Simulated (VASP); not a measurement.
# H3C18N in VASP: single point with PBEsol

Aim: the single point of H3C18N with PBEsol.

Everything below comes from runs of VASP 6.6.1. Logs are shortened: lines on timing, memory, paths and dates and some standing lists are left out, and cuts for length are marked.

**1. The cell of the first run**

The cell holds a slab with vacuum, 22 atoms: a = 7.398 Å, b = 7.398 Å, c = 13.000 Å, α = 90.00°, β = 90.00°, γ = 120.00°.

**2. Single point, PBEsol**

Input file INCAR:

```
PREC = Accurate
ENCUT = 520
EDIFF = 1E-6
ISMEAR = 0
SIGMA = 0.02
LREAL = Auto
LASPH = T
NELM = 100
ALGO = Normal
ISIF = 2
LWAVE = F
LCHARG = F
GGA = PS
NBANDS = 57
```

Input file KPOINTS:

```
Automatic mesh
0
Gamma
  2 2 1
```

Input file POSCAR:

```
H3C18N
1.0
    7.3980000000      0.0000000000      0.0000000000
   -3.6990000000      6.4068560000      0.0000000000
    0.0000000000      0.0000000000     13.0000000000
C N H
18 1 3
Direct
   -0.0031947744      0.0004243614      0.0515763542
    0.2187057066      0.1113939383      0.0515604460
   -0.0022913828      0.3323703558      0.0515592062
    0.2177589490      0.4423383453      0.0515850240
   -0.0046393099      0.6647054584      0.0515425998
    0.2200623111      0.7770712890      0.0515522996
    0.3310857260     -0.0009686339      0.0514848159
    0.5512082205      0.1091503470      0.0513728976
    0.3287700846      0.3314604253      0.0515599065
    0.5535050645      0.4437752828      0.0514938665
    0.3301176364      0.6670342895      0.0515839622
    0.5520749721      0.7780290010      0.0515863527
    0.6621471097     -0.0018340539      0.0514915274
    0.8868342724      0.1105251236      0.0515607305
    0.6635649221      0.3338149306      0.0514284952
    0.8853681430      0.4446859546      0.0515002490
    0.6644396956      0.6656535646      0.0515792681
    0.8844831144      0.7756988854      0.0515698539
    0.6073344210      0.1466470939      0.3217638439
    0.6203918920      0.0806885220      0.3885567506
    0.4888045210      0.1779191858      0.3334255363
    0.5541714051      0.0315130336      0.2671279139
```

Potentials or basis: VASP PAW PBE potentials, release 64 (C, N, H).

On the command line:

```console
> cat potpaw_PBE.64/C/POTCAR potpaw_PBE.64/N/POTCAR potpaw_PBE.64/H/POTCAR > POTCAR
> mpirun -np 1 vasp_std > vasp.out
```

OUTCAR:

```text
PREC = Accurate
   ENCUT = 520
   EDIFF = 1E-6
   ISMEAR = 0
   LREAL = Auto
   LASPH = T
   NELM = 100
   ISIF = 2
   GGA = PS

 ion  position               nearest neighbor table
   1  0.997  0.000  0.052-  14 1.41   2 1.42  18 1.44
   2  0.219  0.111  0.052-   9 1.41   1 1.42   7 1.44
   3  0.998  0.332  0.052-   4 1.41  14 1.42  16 1.44
   4  0.218  0.442  0.052-   3 1.41   9 1.42  11 1.44
   5  0.995  0.665  0.052-  16 1.41  18 1.42   6 1.44
   6  0.220  0.777  0.052-  11 1.41   7 1.42   5 1.44
[... 11 lines left out ...]
  18  0.884  0.776  0.052-  17 1.41   5 1.42   1 1.44
  19  0.607  0.147  0.322-  21 1.02  20 1.02  22 1.02
  20  0.620  0.081  0.389-  19 1.02
  21  0.489  0.178  0.333-  19 1.02
  22  0.554  0.032  0.267-  19 1.02

  LATTYP: Found a hexagonal cell.
 ALAT       =     7.3980000000
 C/A-ratio  =     1.7572316842

  Lattice vectors:

 A1 = (   7.3980000000,   0.0000000000,   0.0000000000)
 A2 = (  -3.6990000000,   6.4068560000,   0.0000000000)
 A3 = (   0.0000000000,   0.0000000000,  13.0000000000)

Analysis of symmetry for initial positions (statically):
=====================================================================
 Subroutine PRICEL returns:
 Original cell was already a primitive cell.

 Routine SETGRP: Setting up the symmetry group for a
 hexagonal supercell.

 Subroutine GETGRP returns: Found  1 space group operations
 (whereof  1 operations were pure point group operations)
 out of a pool of 24 trial point group operations.

The static configuration has the point symmetry C_1 .

Analysis of symmetry for dynamics (positions and initial velocities):
=====================================================================
 Subroutine PRICEL returns:
 Original cell was already a primitive cell.

 Routine SETGRP: Setting up the symmetry group for a
 hexagonal supercell.

 Subroutine GETGRP returns: Found  1 space group operations
 (whereof  1 operations were pure point group operations)
 out of a pool of 24 trial point group operations.

The dynamic configuration has the point symmetry C_1 .

 Subroutine INISYM returns: Found  1 space group operations
 (whereof  1 operations are pure point group operations),
 and found     1 'primitive' translations

----------------------------------------------------------------------------------------

                                     Primitive cell

  volume of cell :     616.1730

  direct lattice vectors                    reciprocal lattice vectors
     7.398000000  0.000000000  0.000000000     0.135171668  0.078041398  0.000000000
    -3.699000000  6.406856000  0.000000000     0.000000000  0.156082796  0.000000000
     0.000000000  0.000000000 13.000000000     0.000000000  0.000000000  0.076923077

  length of vectors
     7.398000000  7.398000054 13.000000000     0.156082797  0.156082796  0.076923077

  position of ions in fractional coordinates (direct lattice)
     0.996805226  0.000424361  0.051576354
     0.218705707  0.111393938  0.051560446
     0.997708617  0.332370356  0.051559206
     0.217758949  0.442338345  0.051585024
     0.995360690  0.664705458  0.051542600
     0.220062311  0.777071289  0.051552300
[... 14 lines left out ...]
     0.488804521  0.177919186  0.333425536
     0.554171405  0.031513034  0.267127914

  ion indices of the primitive-cell ions
   primitive index   ion index
                 1           1
                 2           2
                 3           3
                 4           4
                 5           5
                 6           6
[... 14 lines left out ...]
                21          21
                22          22

----------------------------------------------------------------------------------------

 KPOINTS: Automatic mesh

Automatic generation of k-mesh.
 Grid dimensions read from file:
 generate k-points for:    2    2    1

 Generating k-lattice:

  Cartesian coordinates                     Fractional coordinates (reciprocal lattice)
     0.067585834  0.039020699  0.000000000     0.500000000 -0.000000000  0.000000000
     0.000000000  0.078041398  0.000000000     0.000000000  0.500000000  0.000000000
     0.000000000  0.000000000  0.076923077     0.000000000  0.000000000  1.000000000

  Length of vectors
     0.078041399  0.078041398  0.076923077

  Shift w.r.t. Gamma in fractional coordinates (k-lattice)
     0.000000000  0.000000000  0.000000000

 Subroutine IBZKPT returns following result:
 ===========================================

 Found      4 irreducible k-points:

 Following reciprocal coordinates:
            Coordinates               Weight
  0.000000  0.000000  0.000000      1.000000
  0.500000  0.000000  0.000000      1.000000
  0.000000  0.500000  0.000000      1.000000
  0.500000  0.500000  0.000000      1.000000
   k-points           NKPTS =      4   k-points in BZ     NKDIM =      4   number of bands    NBANDS=     57
   number of dos      NEDOS =    301   number of ions     NIONS =     22
   total plane-waves  NPLWV = 307328
   dimension x,y,z NGX =    56 NGY =   56 NGZ =   98
   dimension x,y,z NGXF=   112 NGYF=  112 NGZF=  196
   ions per type =              18   1   3
   NGX,Y,Z   is equivalent  to a cutoff of  12.58, 12.58, 12.53 a.u.
   NGXF,Y,Z  is equivalent  to a cutoff of  25.17, 25.17, 25.06 a.u.
 SYSTEM =  unknown system
   PREC   = accura    normal or accurate (medium, high low for compatibility)
   ISTART =      0    job   : 0-new  1-cont  2-samecut
   ICHARG =      2    charge: 1-file 2-atom 10-const
   ISPIN  =      1    spin polarized calculation?
   LNONCOLLINEAR =      F non collinear calculations
   LSORBIT =      F    spin-orbit coupling
   LASPH  =      T    aspherical Exc in radial PAW
   ENCUT  =  520.0 eV  38.22 Ry    6.18 a.u.  13.76 13.76 24.17*2*pi/ulx,y,z
   NELM   =    100;   NELMIN=  2; NELMDL= -5     # of ELM steps
   EDIFF  = 0.1E-05   stopping-criterion for ELM
   LREAL  =      T    real-space projection
   EDIFFG = 0.1E-04   stopping-criterion for IOM
   NSW    =      0    number of steps for IOM
   IBRION =     -1    ionic relax: 0-MD 1-quasi-New 2-CG
   NFREE  =      0    steps in history (QN), initial steepest desc. (CG)
   ISIF   =      2    stress and relaxation
   ISYM   =      2    0-nonsym 1-usesym 2-fastsym
   POTIM  = 0.5000    time-step for ionic-motion
   TEBEG  =    0.0;   TEEND  =   0.0 temperature during run
   PSTRESS=    0.0 pullay stress
   NELECT =      80.0000    total number of electrons
   NUPDOWN=      -1.0000    fix difference up-down
   EMIN   =  10.00;   EMAX   =-10.00  energy-range for DOS
   EFERMI =   0.00;   METHOD = LEGACY
   ISMEAR =     0;   SIGMA  =   0.02  broadening in eV -4-tet -1-fermi 0-gaus
   EFERMI_NEDOS =   21; number of points for ismear=-14 and -15
   IALGO  =     38    algorithm
   IMIX   =      4    mixing-type and parameters
     AMIX     =   0.40;   BMIX     =  1.00
     AMIX_MAG =   1.60;   BMIX_MAG =  1.00
  volume/ion in A,a.u.               =      28.01       189.01
  Fermi-wavevector in a.u.,A,eV,Ry     =   0.828967  1.566521  9.349739  0.687186
  Thomas-Fermi vector in A             =   1.941434
   LORBIT       =      0    0 simple, 1 ext, 2 COOP (PROOUT), +10 PAW based schemes
   GGA     = PS    functional components
   LHFCALC =     F    Hartree Fock is set to
   AEXX    =    0.0000 exact exchange contribution
   IVDW    =     0    specifies the selected vdW correction
   LEPSILON=     F    determine dielectric tensor
   LRPA    =     F    only Hartree local field effects (RPA)
 non-spin polarized calculation
 Gauss-broadening in eV      SIGMA  =   0.02
  energy-cutoff  :      520.00
  volume of cell :      616.17
 maximum number of plane-waves:     16651
 NGX is ok and might be reduce to    56
   NGX = 27   NGY = 27   NGZ = 49

 number of electron      79.9999998 magnetization

 Free energy of the ion-electron system (eV)
  ---------------------------------------------------
  ext. energy  EPLUGINS =         0.00000000
  ---------------------------------------------------
  free energy    TOTEN  =      -192.70215219 eV

  energy without entropy =     -192.70215219  energy(sigma->0) =     -192.70215219

 E-fermi :  -1.7741     XC(G=0):  -3.8933

 val. band max:       -1.8932968424   @ k =   0.0000   0.0000   0.0000
 cond. band min:      -1.6781881929   @ k =   0.0000   0.0000   0.0000
 fundamental gap:      0.2151086494
 Fermi energy:        -1.7741391382

 k-point     1 :       0.0000    0.0000    0.0000
  band No.  band energies     occupation
      1     -21.2707      2.00000
      2     -18.7727      2.00000
      3     -18.7541      2.00000
      4     -18.6753      2.00000
      5     -18.6706      2.00000
      6     -18.6173      2.00000
[... 44 lines left out ...]
     51       3.2148      0.00000
     52       4.3258      0.00000

 k-point     2 :       0.5000    0.0000    0.0000
  band No.  band energies     occupation
      1     -20.6230      2.00000
      2     -20.6095      2.00000
      3     -19.3665      2.00000
      4     -19.2780      2.00000
      5     -18.4970      2.00000
      6     -16.8702      2.00000
[... 44 lines left out ...]
     51       3.7276      0.00000
     52       3.9764      0.00000

 k-point     3 :       0.0000    0.5000    0.0000
  band No.  band energies     occupation
      1     -20.6234      2.00000
      2     -20.6091      2.00000
      3     -19.3667      2.00000
      4     -19.2779      2.00000
      5     -18.4971      2.00000
      6     -16.8708      2.00000
[... 44 lines left out ...]
     51       3.6772      0.00000
     52       4.0123      0.00000

 k-point     4 :       0.5000    0.5000    0.0000
  band No.  band energies     occupation
      1     -20.6183      2.00000
      2     -20.6143      2.00000
      3     -19.3668      2.00000
      4     -19.2777      2.00000
      5     -18.4970      2.00000
      6     -16.8699      2.00000
[... 44 lines left out ...]
     51       3.6853      0.00000
     52       3.9010      0.00000
 [bands above 52 left out]

------------------------ aborting loop because EDIFF is reached ----------------------------------------

  FORCE on cell =-STRESS in cart. coord.  units (eV):
  Direction    XX          YY          ZZ          XY          YZ          ZX
  --------------------------------------------------------------------------------------
  -------------------------------------------------------------------------------------
  Total       -1.9500000     -1.9610133     -0.1469614     -0.0190147      0.0038908      0.0178805
  in kB       -5.0704039     -5.0990407     -0.3821300     -0.0494421      0.0101169      0.0464931
  external PRESSURE =      -3.5171915 kB  Pullay stress =       0.0000000 kB

 VOLUME and BASIS-vectors are now :
 -----------------------------------------------------------------------------
  energy-cutoff  :      520.00
  volume of cell :      616.17
      direct lattice vectors                 reciprocal lattice vectors
     7.398000000  0.000000000  0.000000000     0.135171668  0.078041398  0.000000000
    -3.699000000  6.406856000  0.000000000     0.000000000  0.156082796  0.000000000
     0.000000000  0.000000000 13.000000000     0.000000000  0.000000000  0.076923077

 POSITION                                       TOTAL-FORCE (eV/Angst)
 -----------------------------------------------------------------------------------
      7.37280      0.00272      0.67049        -0.003765     -0.005225      0.003840
      1.20594      0.71368      0.67029         0.010038     -0.001866      0.000603
      6.15161      2.12945      0.67027        -0.002874      0.003597      0.001439
     -0.02523      2.83400      0.67061         0.000626      0.002644     -0.001513
      4.90493      4.25867      0.67005         0.005321      0.000911     -0.000178
     -1.24637      4.97858      0.67018        -0.008038     -0.004821     -0.001232
[... 14 lines left out ...]
      2.95805      1.13990      4.33453        -0.004323      0.028759     -0.003788
      3.98319      0.20190      3.47266         0.023191      0.005428     -0.017513
 -----------------------------------------------------------------------------------
    total drift:                               -0.016150      0.013967      0.029032

  FREE ENERGIE OF THE ION-ELECTRON SYSTEM (eV)
  ---------------------------------------------------
  free  energy   TOTEN  =      -192.7021521904 eV

  energy  without entropy=     -192.7021521904  energy(sigma->0) =     -192.70215219
```

Wall time 10 min (1 thread of Oxide Virtual Turin-like, shared host); peak memory 0.6 GiB.

Results:

| Property | Result |
| --- | --- |
| Free energy | -192.7022 eV |
| Largest force | 0.061 eV/Å |
| Band gap on the k mesh | 0.22 eV, direct |

Forces in eV/Å, atoms in the order of the input:
```
C   -0.004 -0.005  0.004
C    0.010 -0.002  0.001
C   -0.003  0.004  0.001
C    0.001  0.003 -0.002
C    0.005  0.001  0.000
C   -0.008 -0.005 -0.001
C   -0.004 -0.002  0.001
C   -0.007  0.007 -0.003
C    0.001  0.005 -0.001
C   -0.008 -0.002  0.005
C   -0.005 -0.009  0.000
C   -0.002 -0.003  0.002
C    0.008  0.002 -0.001
C   -0.002  0.005 -0.001
C    0.002 -0.001  0.000
C    0.010 -0.001  0.001
C   -0.008  0.006 -0.002
C    0.007  0.001  0.001
N   -0.031 -0.049  0.019
H    0.019  0.012 -0.004
H   -0.004  0.029 -0.004
H    0.023  0.005 -0.018
```

Caveat: the k points lie up to 0.49 Å⁻¹ apart; the PAW data sets were made with another functional, which shifts forces and pressure a little.
